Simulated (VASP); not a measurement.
# BN (Qingsongite) (F-43m) in VASP: further runs, part 3 of 3

VASP 6.6.1. The steps go on from the part before.

## 4. Single point, PBE

This run uses another cell than the first one, of 5.67 Å³/atom, 1.091 times its volume.

Input file INCAR:

```
  PREC = Accurate
  ENCUT = 520
  EDIFF = 1E-6
  ISMEAR = 0
  SIGMA = 0.01
  LREAL = False
  LASPH = True
  NELM = 60
  ALGO = Normal
  ISIF = 2
  LWAVE = False
  LCHARG = False
  GGA = PE
  NBANDS = 11
```

Input file KPOINTS:

```
regular mesh
0
Gamma
  10 10 10
```

Input file POSCAR:

```
BN
1.0
    0.0000000000      1.7830713297      1.7830713297
    1.7830713297      0.0000000000      1.7830713297
    1.7830713297      1.7830713297      0.0000000000
B N
1 1
Direct
    0.0000000000      0.0000000000      0.0000000000
    0.2500000000      0.2500000000      0.2500000000
```

Potentials or basis: VASP PAW PBE potentials, release 64 (B, N).

Started as:

```sh
$ cat potpaw_PBE.64/B/POTCAR potpaw_PBE.64/N/POTCAR > POTCAR
$ mpirun -np 1 vasp_std > vasp.out
```

OUTCAR:

```text
PREC = Accurate
   ENCUT = 520
   EDIFF = 1E-6
   ISMEAR = 0
   LREAL = False
   LASPH = True
   NELM = 60
   ISIF = 2
   GGA = PE

 ion  position               nearest neighbor table
   1  0.000  0.000  0.000-   2 1.54   2 1.54   2 1.54   2 1.54
   2  0.250  0.250  0.250-   1 1.54   1 1.54   1 1.54   1 1.54

  LATTYP: Found a face centered cubic cell.
 ALAT       =     3.5661426594

  Lattice vectors:

 A1 = (   0.0000000000,   1.7830713297,   1.7830713297)
 A2 = (   1.7830713297,   0.0000000000,   1.7830713297)
 A3 = (   1.7830713297,   1.7830713297,   0.0000000000)

Analysis of symmetry for initial positions (statically):
=====================================================================
 Subroutine PRICEL returns:
 Original cell was already a primitive cell.

 Routine SETGRP: Setting up the symmetry group for a
 face centered cubic supercell.

 Subroutine GETGRP returns: Found 24 space group operations
 (whereof 24 operations were pure point group operations)
 out of a pool of 48 trial point group operations.

The static configuration has the point symmetry T_d .

Analysis of symmetry for dynamics (positions and initial velocities):
=====================================================================
 Subroutine PRICEL returns:
 Original cell was already a primitive cell.

 Routine SETGRP: Setting up the symmetry group for a
 face centered cubic supercell.

 Subroutine GETGRP returns: Found 24 space group operations
 (whereof 24 operations were pure point group operations)
 out of a pool of 48 trial point group operations.

The dynamic configuration has the point symmetry T_d .

 Subroutine INISYM returns: Found 24 space group operations
 (whereof 24 operations are pure point group operations),
 and found     1 'primitive' translations

----------------------------------------------------------------------------------------

                                     Primitive cell
[... 112 lines left out ...]
  volume/ion in A,a.u.               =       5.67        38.26
  Fermi-wavevector in a.u.,A,eV,Ry     =   1.457447  2.754176 28.900840  2.124152
  Thomas-Fermi vector in A             =   2.574247
   LORBIT       =      0    0 simple, 1 ext, 2 COOP (PROOUT), +10 PAW based schemes
   GGA     = PE    functional components
   LHFCALC =     F    Hartree Fock is set to
   AEXX    =    0.0000 exact exchange contribution
   IVDW    =     0    specifies the selected vdW correction
   LEPSILON=     F    determine dielectric tensor
   LRPA    =     F    only Hartree local field effects (RPA)
 non-spin polarized calculation
 Gauss-broadening in eV      SIGMA  =   0.01
  energy-cutoff  :      520.00
  volume of cell :       11.34
 maximum number of plane-waves:       322
   NGX =  9   NGY =  9   NGZ =  9

 number of electron       7.9999998 magnetization

 Free energy of the ion-electron system (eV)
  ---------------------------------------------------
  ext. energy  EPLUGINS =         0.00000000
  ---------------------------------------------------
  free energy    TOTEN  =       -17.41505486 eV

  energy without entropy =      -17.41505486  energy(sigma->0) =      -17.41505486

 E-fermi :   8.1131     XC(G=0): -13.0248

 val. band max:        7.9142205809   @ k =   0.0000   0.0000   0.0000
 cond. band min:      12.4155776818   @ k =   0.5000   0.5000   0.0000
 fundamental gap:      4.5013571008
 Fermi energy:         8.1130867422

 k-point     1 :       0.0000    0.0000    0.0000
  band No.  band energies     occupation
      1     -12.7882      2.00000
      2       7.9142      2.00000
      3       7.9142      2.00000
      4       7.9142      2.00000
      5      16.9292      0.00000
      6      16.9292      0.00000
      7      16.9292      0.00000
      8      18.9360      0.00000
      9      33.4428      0.00000
     10      36.1854      0.00000
     11      36.1854      0.00000
[... 309 lines left out ...]
 k-point    24 :       0.4000    0.3000    0.0000
  band No.  band energies     occupation
      1      -8.8682      2.00000
      2       0.9747      2.00000
      3       3.2220      2.00000
      4       3.6683      2.00000
      5      14.1285      0.00000
      6      18.8153      0.00000
      7      23.9323      0.00000
      8      23.9916      0.00000
      9      28.2569      0.00000
     10      35.8679      0.00000
     11      40.3856      0.00000

 [... further k-points ...]
[... 5 lines left out ...]
  --------------------------------------------------------------------------------------
  -------------------------------------------------------------------------------------
  Total        1.4333839      1.4333839      1.4333839      0.0000000      0.0000000      0.0000000
  in kB      202.5522025    202.5522025    202.5522025      0.0000000      0.0000000      0.0000000
  external PRESSURE =     202.5522025 kB  Pullay stress =       0.0000000 kB

 VOLUME and BASIS-vectors are now :
 -----------------------------------------------------------------------------
  energy-cutoff  :      520.00
  volume of cell :       11.34
      direct lattice vectors                 reciprocal lattice vectors
     0.000000000  1.783071330  1.783071330    -0.280415030  0.280415030  0.280415030
     1.783071330  0.000000000  1.783071330     0.280415030 -0.280415030  0.280415030
     1.783071330  1.783071330  0.000000000     0.280415030  0.280415030 -0.280415030

 POSITION                                       TOTAL-FORCE (eV/Angst)
 -----------------------------------------------------------------------------------
      0.00000      0.00000      0.00000         0.000000      0.000000      0.000000
      0.89154      0.89154      0.89154        -0.000000     -0.000000     -0.000000
 -----------------------------------------------------------------------------------
    total drift:                                0.000000      0.000000      0.000000

  FREE ENERGIE OF THE ION-ELECTRON SYSTEM (eV)
  ---------------------------------------------------
  free  energy   TOTEN  =       -17.4150548605 eV

  energy  without entropy=      -17.4150548605  energy(sigma->0) =      -17.41505486
```

OSZICAR:

```text
N       E                     dE             d eps       ncg     rms          rms(c)
DAV:   1     0.988485667606E+01    0.98849E+01   -0.50873E+03  1042   0.735E+02
DAV:   2    -0.179310019507E+02   -0.27816E+02   -0.26970E+02  1300   0.164E+02
DAV:   3    -0.184458300844E+02   -0.51483E+00   -0.51396E+00  1205   0.186E+01
DAV:   4    -0.184463993171E+02   -0.56923E-03   -0.56922E-03  1127   0.714E-01
DAV:   5    -0.184463997880E+02   -0.47092E-06   -0.47090E-06  1202   0.202E-02    0.694E+00
DAV:   6    -0.175160468810E+02    0.93035E+00   -0.28718E+00  1073   0.100E+01    0.342E+00
DAV:   7    -0.174302515182E+02    0.85795E-01   -0.12423E-01  1160   0.286E+00    0.198E+00
DAV:   8    -0.174147595859E+02    0.15492E-01   -0.37245E-02  1162   0.142E+00    0.216E-01
DAV:   9    -0.174149684450E+02   -0.20886E-03   -0.90133E-04  1094   0.261E-01    0.874E-02
DAV:  10    -0.174150500160E+02   -0.81571E-04   -0.11551E-04  1128   0.916E-02    0.156E-02
DAV:  11    -0.174150548396E+02   -0.48236E-05   -0.82462E-06  1183   0.238E-02    0.106E-02
DAV:  12    -0.174150548605E+02   -0.20907E-07   -0.14120E-06   619   0.831E-03
   1 F= -.17415055E+02 E0= -.17415055E+02  d E =-.297935-176
```

stdout:

```text
POSCAR found type information on POSCAR B N
 POSCAR found :  2 types and       2 ions
 scaLAPACK will be used
 LDA part: xc-table for (Slater+PW92), standard interpolation
 POSCAR, INCAR and KPOINTS ok, starting setup
 FFT: planning ... GRIDC
 FFT: planning ... GRID_SOFT
 FFT: planning ... GRID
 WAVECAR not read
 entering main loop
```

Run time: 14 s. Hardware: 1 thread of AMD EPYC 7R13, shared host; peak memory 0.09 GiB.

Results:

```yaml
Free_energy: -17.4151 eV
Pressure: 20.3 GPa
Band_gap_on_the_k_mesh: 4.50 eV, indirect (least direct gap 9.02 eV)
```

Levels at points of the mesh, in eV from the valence-band top:
```tsv
k point	band 1	band 2	band 3	band 4	band 5	band 6	band 7	band 8	band 9
(0.00, 0.00, 0.00)	-20.70	0.00	0.00	0.00	9.02	9.02	9.02	11.02	25.53
(0.50, 0.00, 0.00)	-16.29	-11.07	-2.02	-2.02	10.69	10.93	10.93	15.68	24.05
(0.50, 0.50, 0.00)	-14.87	-9.19	-5.11	-5.11	4.50	9.46	18.55	18.55	21.49
```

A k mesh can miss the band edges. As with any semilocal functional, this PBE gap is likely too small.

## 5. Single point, PBE

This run uses another cell than the first one, of 6.14 Å³/atom, 1.182 times its volume.

Input file INCAR:

```
SYSTEM = BN
PREC     = Accurate       ! precision mode
ENCUT    = 520            ! plane-wave cutoff, eV
EDIFF    = 1E-6           ! SCF threshold, eV
ISMEAR   = 0              ! smearing method
SIGMA    = 0.01           ! smearing width, eV
LREAL    = .False.        ! projectors in reciprocal space
LASPH    = .True.         ! aspherical terms in the spheres
NELM     = 60             ! most SCF steps
ALGO     = Normal         ! electronic algorithm
ISIF     = 2              ! what is computed and relaxed
LWAVE    = .False.        ! write WAVECAR
LCHARG   = .False.        ! write CHGCAR
GGA      = PE             ! functional
NBANDS   = 11             ! bands
```

Input file KPOINTS:

```
Automatic mesh
0
Gamma
  10 10 10
  0 0 0
```

Input file POSCAR:

```
BN
1.0
    0.0000000000      1.8312856224      1.8312856224
    1.8312856224      0.0000000000      1.8312856224
    1.8312856224      1.8312856224      0.0000000000
B N
1 1
Direct
    0.0000000000      0.0000000000      0.0000000000
    0.2500000000      0.2500000000      0.2500000000
```

Started as:

```sh
$ cat potpaw_PBE.64/B/POTCAR potpaw_PBE.64/N/POTCAR > POTCAR
$ mpirun -np 1 vasp_std > vasp.out
```

Run time: 14 s. Hardware: 1 thread of AMD EPYC 7R13, shared host; peak memory 0.09 GiB.

The run converged. Its results:

| Quantity | Value |
| --- | --- |
| Free energy | -17.4389 eV |
| Pressure | -10.8 GPa |
| Band gap on the k mesh | 4.42 eV, indirect (least direct gap 8.63 eV) |

Levels at points of the mesh, in eV from the valence-band top:
```
           k point  band 1  band 2  band 3  band 4  band 5  band 6  band 7  band 8  band 9
(0.00, 0.00, 0.00)  -19.79    0.00    0.00    0.00    8.63    8.63    8.63    9.72   24.02
(0.50, 0.00, 0.00)  -15.76  -10.34   -1.87   -1.87    9.64   10.49   10.49   14.85   22.91
(0.50, 0.50, 0.00)  -14.45   -8.66   -4.71   -4.71    4.42    9.01   17.32   17.32   20.13
```

A k mesh can miss the band edges.

## 6. Single point, PBE

This run uses another cell than the first one, of 6.38 Å³/atom, 1.227 times its volume.

Input file INCAR:

```
SYSTEM = BN
PREC = Accurate
ENCUT = 520
EDIFF = 1E-6
ISMEAR = 0
SIGMA = 0.01
LREAL = .False.
LASPH = .True.
NELM = 100
ALGO = Normal
ISIF = 2
LWAVE = .False.
LCHARG = .False.
GGA = PE
NBANDS = 11
```

Input file KPOINTS:

```
regular mesh
0
Gamma
  10 10 10
  0 0 0
```

Input file POSCAR:

```
BN
1.0
    0.0000000000      1.8544689142      1.8544689142
    1.8544689142      0.0000000000      1.8544689142
    1.8544689142      1.8544689142      0.0000000000
B N
1 1
Direct
    0.0000000000      0.0000000000      0.0000000000
    0.2500000000      0.2500000000      0.2500000000
```

Potentials or basis: VASP PAW PBE potentials, release 64 (B, N).

Started as:

```sh
$ cat potpaw_PBE.64/B/POTCAR potpaw_PBE.64/N/POTCAR > POTCAR
$ mpirun -np 1 vasp_std > vasp.out
```

Wall time 14 s (1 thread of AMD EPYC 7R13, shared host); peak memory 0.09 GiB.

It converged, with:

```
Free energy            : -17.3900 eV
Pressure               : -22.5 GPa
Band gap on the k mesh : 4.37 eV, indirect (least direct gap 8.45 eV)
```

Levels at points of the mesh, in eV from the valence-band top:
```csv
k point,band 1,band 2,band 3,band 4,band 5,band 6,band 7,band 8,band 9
"(0.00, 0.00, 0.00)",-19.38,0.00,0.00,0.00,8.45,8.45,8.45,9.13,23.34
"(0.50, 0.00, 0.00)",-15.52,-10.01,-1.80,-1.80,9.16,10.28,10.28,14.47,22.40
"(0.50, 0.50, 0.00)",-14.26,-8.43,-4.54,-4.54,4.37,8.79,16.77,16.77,19.53
```

## 7. Single point, PBE

This run uses another cell than the first one, of 6.61 Å³/atom, 1.273 times its volume.

Input file INCAR:

```
SYSTEM = BN
  PREC = Accurate
  ENCUT = 520
  EDIFF = 1E-7
  ISMEAR = 0
  SIGMA = 0.01
  LREAL = .False.
  LASPH = .True.
  NELM = 100
  ALGO = Normal
  ISIF = 2
  LWAVE = .False.
  LCHARG = .False.
  GGA = PE
  NBANDS = 11
```

Input file KPOINTS:

```
Automatic mesh
0
Gamma
  10 10 10
  0 0 0
```

Input file POSCAR:

```
BN
1.0
    0.0000000000      1.8770866178      1.8770866178
    1.8770866178      0.0000000000      1.8770866178
    1.8770866178      1.8770866178      0.0000000000
B N
1 1
Direct
    0.0000000000      0.0000000000      0.0000000000
    0.2500000000      0.2500000000      0.2500000000
```

Started as:

```sh
$ cat potpaw_PBE.64/B/POTCAR potpaw_PBE.64/N/POTCAR > POTCAR
$ mpirun -np 1 vasp_std > vasp.out
```

Run time: 14 s. Hardware: 1 thread of AMD EPYC 7R13, shared host; peak memory 0.09 GiB.

Results (log left out):

```yaml
Free_energy: -17.3097 eV
Pressure: -32.2 GPa
Band_gap_on_the_k_mesh: 4.33 eV, indirect (least direct gap 8.28 eV)
```

Levels at points of the mesh, in eV from the valence-band top:
```csv
k point,band 1,band 2,band 3,band 4,band 5,band 6,band 7,band 8,band 9
"(0.00, 0.00, 0.00)",-19.00,0.00,0.00,0.00,8.28,8.28,8.28,8.57,22.69
"(0.50, 0.00, 0.00)",-15.30,-9.70,-1.74,-1.74,8.71,10.08,10.08,14.10,21.93
"(0.50, 0.50, 0.00)",-14.09,-8.22,-4.37,-4.37,4.33,8.58,16.24,16.24,18.98
```

A k mesh can miss the band edges. PBE gaps usually lie below the measured ones, often by a third to a half.

## 8. Overview

| cell | gap on the mesh (eV) | pressure (GPa) |
| --- | --- | --- |
| a = 2.450 Å, angles 60.0°, 2 atoms | 4.58 | 65.4 |
| a = 2.486 Å, angles 60.0°, 2 atoms | 4.54 | 40.7 |
| a = 2.522 Å, angles 60.0°, 2 atoms | 4.50 | 20.3 |
| a = 2.590 Å, angles 60.0°, 2 atoms | 4.42 | -10.8 |
| a = 2.623 Å, angles 60.0°, 2 atoms | 4.37 | -22.5 |
| a = 2.655 Å, angles 60.0°, 2 atoms | 4.33 | -32.2 |

Alike in all rows: task single point; level PBE; potentials or basis VASP PAW PBE potentials, release 64 (B, N); no spin polarisation; k mesh 10 × 10 × 10; cutoff (eV) 520; smearing gaussian 0.01 eV.

Total energies depend on the potentials used, so only differences within one code and one set of settings carry meaning.
